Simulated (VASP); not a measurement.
Write the native input for VASP 6.6.1 that does the following.

| Quantity | Value |
| --- | --- |
| Task | single point |
| Functional | PBE |
| Potentials or basis | VASP PAW PBE potentials, release 64 (Al) |
| Cutoff | 520 eV |
| k mesh | 4 × 4 × 4 |
| Occupations | gaussian, width 0.1 eV |
| Spin | no spin polarisation |
| Dipole correction | no |
| Further INCAR settings | ALGO = Normal; EDIFF = 1e-06; NBANDS = 18 |

The structure of Al lies in POSCAR:

```
Al
1.0
    4.5688542100      0.0000000000      0.0000000000
    0.0000000000      4.5688542100      0.0000000000
    0.0000000000      0.0000000000      4.5688542100
Al
6
Direct
    0.2500000000      0.0000000000      0.5000000000
    0.7500000000      0.0000000000      0.5000000000
    0.5000000000      0.2500000000      0.0000000000
    0.5000000000      0.7500000000      0.0000000000
    0.0000000000      0.5000000000      0.2500000000
    0.0000000000      0.5000000000      0.7500000000
```

One way to write it, as run:

INCAR

```
SYSTEM = Al
PREC = Accurate
ENCUT = 520
EDIFF = 1E-6
ISMEAR = 0
SIGMA = 0.1
LREAL = .FALSE.
LASPH = .TRUE.
NELM = 60
ALGO = Normal
ISIF = 2
LWAVE = .FALSE.
LCHARG = .TRUE.
GGA = PE
LELF = .TRUE.
LVHAR = .TRUE.
NBANDS = 18
```

KPOINTS

```
Automatic mesh
0
G
  4 4 4
  0 0 0
```

Potentials or basis: VASP PAW PBE potentials, release 64 (Al).

Command:

```console
$ cat potpaw_PBE.64/Al/POTCAR > POTCAR
$ mpirun -np 1 vasp_std > vasp.out
```

It gave:

* Pressure: 25.2 GPa
* Band gap on the k mesh: zero (band 9 reaches 13.27 eV, above the bottom of band 10 at 6.37 eV)

Run time: 28 s on 1 thread of Intel Xeon 6975P-C, with other jobs on the host, peak memory 0.19 GiB.
